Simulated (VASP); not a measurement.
# SnO (P4/nmm) in VASP: a series of runs

Aim: see how the results for SnO move with the level of theory and the settings. Levels: LDA, PBE, BLYP. Tasks: single point.

All numbers are computed with VASP 6.6.1; they aren't measurements. Logs are shortened: lines on timing, memory, paths and dates and some standing lists are left out, and cuts for length are marked.

## 1. The cell of the first run

It takes space group P4/nmm (No. 129, tetragonal). Conventional cell: a = 3.839 Å, b = 3.839 Å, c = 4.919 Å, α = 90.00°, β = 90.00°, γ = 90.00°. Sn (site symmetry 4mm) has 4 O at 2.24 Å within 3.0 Å. Within 3.0 Å of O (site symmetry -4m2) lie 4 Sn at 2.24 Å and 4 O at 2.71 Å.

## 2. Single point, LDA (18.12 Å³/atom)

The input, INCAR:

```
SYSTEM = SnO
ALGO = Normal ; EDIFF = 1E-6
ENCUT = 600 ; GGA = CA
GGA_COMPAT = .False. ; ISIF = 2
ISMEAR = -1 ; LASPH = .True.
LCHARG = .True. ; LELF = .True.
LREAL = .False. ; LVHAR = .True.
LWAVE = .False. ; NBANDS = 28
NELM = 120 ; PREC = Accurate
SIGMA = 0.05
```

The input, KPOINTS:

```
k-points
0
Gamma
  7 7 6
  0 0 0
```

The input, POSCAR:

```
SnO
1.0
    3.8389522158      0.0000000000      0.0000000000
    0.0000000000      3.8389522158      0.0000000000
    0.0000000000      0.0000000000      4.9192779074
Sn O
2 2
Direct
    0.5000000000      0.0000000000      0.7646261400
    0.0000000000      0.5000000000      0.2353738600
    0.0000000000      0.0000000000      0.0000000000
    0.5000000000      0.5000000000      0.0000000000
```

Potentials or basis: VASP PAW LDA potentials, release 64 (Sn_d, O).

The run is started by

```console
cat potpaw_LDA.64/Sn_d/POTCAR potpaw_LDA.64/O/POTCAR > POTCAR
mpirun -np 1 vasp_std > vasp.out
```

OUTCAR:

```text
SYSTEM = SnO
   EDIFF = 1E-6
   ENCUT = 600
   GGA = CA
   ISIF = 2
   ISMEAR = -1
   LASPH = .True.
   LREAL = .False.
   NELM = 120
   PREC = Accurate

 ion  position               nearest neighbor table
   1  0.500  0.000  0.765-   3 2.24   4 2.24   4 2.24   3 2.24   2 3.57   2 3.57   2 3.57   2 3.57

   2  0.000  0.500  0.235-   3 2.24   4 2.24   3 2.24   4 2.24   1 3.57   1 3.57   1 3.57   1 3.57

   3  0.000  0.000  0.000-   1 2.24   2 2.24   2 2.24   1 2.24
   4  0.500  0.500  0.000-   1 2.24   2 2.24   1 2.24   2 2.24

  LATTYP: Found a simple tetragonal cell.
 ALAT       =     3.8389522158
 C/A-ratio  =     1.2814116016

  Lattice vectors:

 A1 = (   3.8389522158,   0.0000000000,   0.0000000000)
 A2 = (   0.0000000000,   3.8389522158,   0.0000000000)
 A3 = (   0.0000000000,   0.0000000000,   4.9192779074)

Analysis of symmetry for initial positions (statically):
=====================================================================
 Subroutine PRICEL returns:
 Original cell was already a primitive cell.

 Routine SETGRP: Setting up the symmetry group for a
 simple tetragonal supercell.

 Subroutine GETGRP returns: Found 16 space group operations
 (whereof  8 operations were pure point group operations)
 out of a pool of 16 trial point group operations.

The static configuration has the point symmetry D_2d.
 The point group associated with its full space group is D_4h.

Analysis of symmetry for dynamics (positions and initial velocities):
=====================================================================
 Subroutine PRICEL returns:
 Original cell was already a primitive cell.

 Routine SETGRP: Setting up the symmetry group for a
 simple tetragonal supercell.

 Subroutine GETGRP returns: Found 16 space group operations
 (whereof  8 operations were pure point group operations)
 out of a pool of 16 trial point group operations.

The dynamic configuration has the point symmetry D_2d.
 The point group associated with its full space group is D_4h.

 Subroutine INISYM returns: Found 16 space group operations
 (whereof  8 operations are pure point group operations),
 and found     1 'primitive' translations

----------------------------------------------------------------------------------------

                                     Primitive cell

  volume of cell :      72.4981

  direct lattice vectors                    reciprocal lattice vectors
     3.838952216  0.000000000  0.000000000     0.260487743  0.000000000  0.000000000
     0.000000000  3.838952216  0.000000000     0.000000000  0.260487743  0.000000000
     0.000000000  0.000000000  4.919277907     0.000000000  0.000000000  0.203281868

  length of vectors
     3.838952216  3.838952216  4.919277907     0.260487743  0.260487743  0.203281868

  position of ions in fractional coordinates (direct lattice)
     0.500000000  0.000000000  0.764626140
     0.000000000  0.500000000  0.235373860
     0.000000000  0.000000000  0.000000000
     0.500000000  0.500000000  0.000000000

  ion indices of the primitive-cell ions
   primitive index   ion index
                 1           1
                 2           2
                 3           3
                 4           4

----------------------------------------------------------------------------------------

 KPOINTS: k-points

Automatic generation of k-mesh.
 Grid dimensions read from file:
 generate k-points for:    7    7    6

 Generating k-lattice:

  Cartesian coordinates                     Fractional coordinates (reciprocal lattice)
     0.037212535  0.000000000  0.000000000     0.142857143  0.000000000  0.000000000
     0.000000000  0.037212535  0.000000000     0.000000000  0.142857143  0.000000000
     0.000000000  0.000000000  0.033880311     0.000000000  0.000000000  0.166666667

  Length of vectors
     0.037212535  0.037212535  0.033880311

  Shift w.r.t. Gamma in fractional coordinates (k-lattice)
     0.000000000  0.000000000  0.000000000

 Subroutine IBZKPT returns following result:
 ===========================================

 Found     40 irreducible k-points:

 Following reciprocal coordinates:
            Coordinates               Weight
  0.000000  0.000000  0.000000      1.000000
  0.142857  0.000000  0.000000      4.000000
  0.285714  0.000000  0.000000      4.000000
  0.428571  0.000000  0.000000      4.000000
  0.142857  0.142857  0.000000      4.000000
  0.285714  0.142857  0.000000      8.000000
[... 16 lines left out ...]
  0.285714  0.000000  0.333333      8.000000
  0.428571  0.000000  0.333333      8.000000
 [... further k-points ...]
   k-points           NKPTS =     40   k-points in BZ     NKDIM =     40   number of bands    NBANDS=     28
   number of dos      NEDOS =    301   number of ions     NIONS =      4
   total plane-waves  NPLWV =  40960
   dimension x,y,z NGX =    32 NGY =   32 NGZ =   40
   dimension x,y,z NGXF=    64 NGYF=   64 NGZF=   80
   ions per type =               2   2
   NGX,Y,Z   is equivalent  to a cutoff of  13.86, 13.86, 13.52 a.u.
   NGXF,Y,Z  is equivalent  to a cutoff of  27.72, 27.72, 27.04 a.u.
 SYSTEM =  SnO
   PREC   = accura    normal or accurate (medium, high low for compatibility)
   ISTART =      0    job   : 0-new  1-cont  2-samecut
   ICHARG =      2    charge: 1-file 2-atom 10-const
   ISPIN  =      1    spin polarized calculation?
   LNONCOLLINEAR =      F non collinear calculations
   LSORBIT =      F    spin-orbit coupling
   LASPH  =      T    aspherical Exc in radial PAW
   ENCUT  =  600.0 eV  44.10 Ry    6.64 a.u.   7.67  7.67  9.83*2*pi/ulx,y,z
   NELM   =    120;   NELMIN=  2; NELMDL= -5     # of ELM steps
   EDIFF  = 0.1E-05   stopping-criterion for ELM
   LREAL  =      F    real-space projection
   EDIFFG = 0.1E-04   stopping-criterion for IOM
   NSW    =      0    number of steps for IOM
   IBRION =     -1    ionic relax: 0-MD 1-quasi-New 2-CG
   NFREE  =      0    steps in history (QN), initial steepest desc. (CG)
   ISIF   =      2    stress and relaxation
   ISYM   =      2    0-nonsym 1-usesym 2-fastsym
   POTIM  = 0.5000    time-step for ionic-motion
   TEBEG  =    0.0;   TEEND  =   0.0 temperature during run
   PSTRESS=    0.0 pullay stress
   NELECT =      40.0000    total number of electrons
   NUPDOWN=      -1.0000    fix difference up-down
   EMIN   =  10.00;   EMAX   =-10.00  energy-range for DOS
   EFERMI =   0.00;   METHOD = LEGACY
   ISMEAR =    -1;   SIGMA  =   0.05  broadening in eV -4-tet -1-fermi 0-gaus
   EFERMI_NEDOS =   21; number of points for ismear=-14 and -15
   IALGO  =     38    algorithm
   IMIX   =      4    mixing-type and parameters
     AMIX     =   0.40;   BMIX     =  1.00
     AMIX_MAG =   1.60;   BMIX_MAG =  1.00
  volume/ion in A,a.u.               =      18.12       122.31
  Fermi-wavevector in a.u.,A,eV,Ry     =   1.342721  2.537375 24.529953  1.802901
  Thomas-Fermi vector in A             =   2.470853
   LORBIT       =      0    0 simple, 1 ext, 2 COOP (PROOUT), +10 PAW based schemes
   GGA     = CA    functional components
   LHFCALC =     F    Hartree Fock is set to
   AEXX    =    0.0000 exact exchange contribution
   IVDW    =     0    specifies the selected vdW correction
   LEPSILON=     F    determine dielectric tensor
   LRPA    =     F    only Hartree local field effects (RPA)
 non-spin polarized calculation
  energy-cutoff  :      600.00
  volume of cell :       72.50
 maximum number of plane-waves:      2440
 NGX is ok and might be reduce to    32
   NGX = 15   NGY = 15   NGZ = 19

 number of electron      40.0000002 magnetization

 Free energy of the ion-electron system (eV)
  ---------------------------------------------------
  ext. energy  EPLUGINS =         0.00000000
  ---------------------------------------------------
  free energy    TOTEN  =       -25.66753085 eV

  energy without entropy =      -25.66740021  energy(sigma->0) =      -25.66746553

 E-fermi :   6.5827     XC(G=0): -10.4871

 val. band max:        6.3223129831   @ k =   0.0000   0.0000   0.0000
 cond. band min:       6.8264380221   @ k =   0.4286   0.4286   0.0000
 fundamental gap:      0.5041250390
 Fermi energy:         6.5826548333

 k-point     1 :       0.0000    0.0000    0.0000
  band No.  band energies     occupation
      1     -15.3523      2.00000
      2     -14.9726      2.00000
      3     -14.9726      2.00000
      4     -14.9700      2.00000
      5     -14.9261      2.00000
      6     -14.9207      2.00000
[... 20 lines left out ...]
     27      13.1560      0.00000
     28      13.6279      0.00000

 k-point     2 :       0.1429    0.0000    0.0000
  band No.  band energies     occupation
      1     -15.3415      2.00000
      2     -14.9714      2.00000
      3     -14.9686      2.00000
      4     -14.9683      2.00000
      5     -14.9282      2.00000
      6     -14.9226      2.00000
[... 20 lines left out ...]
     27      13.4019      0.00000
     28      15.0209      0.00000

 k-point     3 :       0.2857    0.0000    0.0000
  band No.  band energies     occupation
      1     -15.3115      2.00000
      2     -15.0674      2.00000
      3     -14.9573      2.00000
      4     -14.9569      2.00000
      5     -14.9344      2.00000
      6     -14.9329      2.00000
[... 20 lines left out ...]
     27      13.7626      0.00000
     28      17.1444      0.00000

 k-point     4 :       0.4286    0.0000    0.0000
  band No.  band energies     occupation
      1     -15.2611      2.00000
      2     -15.1807      2.00000
      3     -14.9456      2.00000
      4     -14.9420      2.00000
      5     -14.9381      2.00000
      6     -14.9320      2.00000
[... 578 lines left out ...]
     27      14.0430      0.00000
     28      15.2110      0.00000

 k-point    23 :       0.2857    0.0000    0.3333
  band No.  band energies     occupation
      1     -15.3095      2.00000
      2     -15.0865      2.00000
      3     -14.9642      2.00000
      4     -14.9425      2.00000
      5     -14.9402      2.00000
      6     -14.9383      2.00000
[... 20 lines left out ...]
     27      14.5479      0.00000
     28      16.6073      0.00000

 k-point    24 :       0.4286    0.0000    0.3333
  band No.  band energies     occupation
      1     -15.2673      2.00000
      2     -15.1944      2.00000
      3     -14.9652      2.00000
      4     -14.9569      2.00000
      5     -14.9346      2.00000
      6     -14.9307      2.00000
[... 20 lines left out ...]
     27      15.1244      0.00000
     28      15.9633      0.00000

 [... further k-points ...]

------------------------ aborting loop because EDIFF is reached ----------------------------------------

  FORCE on cell =-STRESS in cart. coord.  units (eV):
  Direction    XX          YY          ZZ          XY          YZ          ZX
  --------------------------------------------------------------------------------------
  -------------------------------------------------------------------------------------
  Total       -2.2945705     -2.2945705     -1.8676521      0.0000000     -0.0000000      0.0000000
  in kB      -50.7090191    -50.7090191    -41.2743074      0.0000000     -0.0000000      0.0000000
  external PRESSURE =     -47.5641152 kB  Pullay stress =       0.0000000 kB

 VOLUME and BASIS-vectors are now :
 -----------------------------------------------------------------------------
  energy-cutoff  :      600.00
  volume of cell :       72.50
      direct lattice vectors                 reciprocal lattice vectors
     3.838952216  0.000000000  0.000000000     0.260487743  0.000000000  0.000000000
     0.000000000  3.838952216  0.000000000     0.000000000  0.260487743  0.000000000
     0.000000000  0.000000000  4.919277907     0.000000000  0.000000000  0.203281868

 POSITION                                       TOTAL-FORCE (eV/Angst)
 -----------------------------------------------------------------------------------
      1.91948      0.00000      3.76141         0.000000      0.000000      0.393433
      0.00000      1.91948      1.15787         0.000000      0.000000     -0.393433
      0.00000      0.00000      0.00000         0.000000     -0.000000      0.000000
      1.91948      1.91948      0.00000        -0.000000      0.000000      0.000000
 -----------------------------------------------------------------------------------
    total drift:                                0.000000     -0.000000     -0.000000

  FREE ENERGIE OF THE ION-ELECTRON SYSTEM (eV)
  ---------------------------------------------------
  free  energy   TOTEN  =       -25.6675308503 eV

  energy  without entropy=      -25.6674002056  energy(sigma->0) =      -25.66746553
```

Run time: 69 s. Hardware: 1 thread of Intel Xeon Platinum 8488C (Sapphire Rapids), shared host; peak memory 0.21 GiB.

Results:

| Quantity | Value |
| --- | --- |
| Free energy | -25.6675 eV |
| Pressure | -4.8 GPa |
| Largest force | 0.393 eV/Å |
| Band gap on the k mesh | 0.50 eV (least direct gap 1.97 eV) |

Forces on the atoms (eV/Å):
```
Sn   0.000  0.000  0.393
Sn   0.000  0.000 -0.393
O    0.000  0.000  0.000
O    0.000  0.000  0.000
```

Stress tensor (GPa, compression positive):
```
-5.07  0.00  0.00
 0.00 -5.07  0.00
 0.00  0.00 -4.13
```

Levels at points of the mesh, in eV from the valence-band top:
```
           k point  band 18  band 19  band 20  band 21  band 22  band 23
(0.00, 0.00, 0.00)    -2.96    -2.96     0.00     2.01     4.18     4.77
(0.00, 0.00, 0.50)    -2.98    -2.98    -2.00     1.57     3.06     3.06
```

Caveat: the cell stands under tension; spin-orbit coupling is left out, which moves the levels of the heavy elements; an odd mesh through Γ misses points on the zone boundary, where band edges can lie.

## 3. Single point, PBE, non-collinear spin, zero start, spin-orbit coupling

This run uses another cell than the first one, of 17.41 Å³/atom.

The input, INCAR:

```
SYSTEM = SnO
  ALGO = Normal
  EDIFF = 1E-7
  ENCUT = 520
  GGA = PE
  GGA_COMPAT = .False.
  ISIF = 2
  ISMEAR = -1
  LASPH = .True.
  LCHARG = .True.
  LORBIT = 11
  LORBMOM = .True.
  LREAL = .False.
  LSORBIT = .True.
  LVHAR = .True.
  LWAVE = .False.
  MAGMOM = 0 0 0 0 0 0 0 0 0 0 0 0
  NBANDS = 54
  NELM = 150
  PREC = Accurate
  SIGMA = 0.05
```

KPOINTS is that of step 2.

The input, POSCAR:

```
SnO
1.0
    3.7880991788      0.0000000000      0.0000000000
    0.0000000000      3.7880991788      0.0000000000
    0.0000000000      0.0000000000      4.8541142359
Sn O
2 2
Direct
    0.5000000000      0.0000000000      0.7646261400
    0.0000000000      0.5000000000      0.2353738600
    0.0000000000      0.0000000000      0.0000000000
    0.5000000000      0.5000000000      0.0000000000
```

Potentials or basis: VASP PAW PBE potentials, release 64 (Sn_d, O).

The run is started by

```console
cat potpaw_PBE.64/Sn_d/POTCAR potpaw_PBE.64/O/POTCAR > POTCAR
mpirun -np 1 vasp_ncl > vasp.out
```

Wall time 2.4 min (1 thread of Intel Xeon 6975P-C (Granite Rapids), shared host); peak memory 0.4 GiB.

The run converged. Its results:

```
Free energy                                           : -22.7172 eV
Pressure                                              : 5.9 GPa
Largest force                                         : 0.756 eV/Å
Net moment                                            : 0.00 μB per cell
Valence electrons inside the program's atomic spheres : Sn 12.15; O 5.03
```

Forces in eV/Å, atoms in the order of the input:
```
Sn   0.000  0.000 -0.756
Sn   0.000  0.000  0.756
O    0.000  0.000  0.000
O    0.000  0.000  0.000
```

Stress tensor (GPa, compression positive):
```
6.40 0.00 0.00
0.00 6.40 0.00
0.00 0.00 5.00
```

Moments on the atoms (μB; x, y, z):
```
Sn  0.00 0.00 0.00
Sn  0.00 0.00 0.00
O   0.00 0.00 0.00
O   0.00 0.00 0.00
```

Caveat: the cell stands under pressure.

(Part 1 of 2 ends here.)
